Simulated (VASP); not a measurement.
The system is ZnS.

```
Zn S
1.0
     3.17923    0.00000    0.00000
     0.00000    3.17923    0.00000
     0.00000    0.00000    3.17923
Zn S
1 1
Direct
  0.00000 0.00000 0.00000
  0.50000 0.50000 0.50000
```

Base run:

* Program: VASP 6.6.1
* Functional: PBE
* Potentials or basis: VASP PAW PBE potentials, release 64 (Zn, S)
* Cutoff: 520 eV
* k mesh: 6 × 6 × 6
* Occupations: fermi-dirac, width 0.02 eV
* Spin: no spin polarisation

Its results: band gap on the k mesh zero (band 9 reaches 4.95 eV, above the bottom of band 10 at 4.16 eV); pressure 1.1 GPa.

Question: The run is repeated on the same cell with these changes: cutoff from 520 eV to 500 eV; k mesh from 6 × 6 × 6 to 4 × 4 × 4. What comes out?

Answer: Band gap on the k mesh zero (band 9 reaches 5.09 eV, above the bottom of band 10 at 3.85 eV); pressure 2.1 GPa.

Caveats: some runs use coarse meshes.
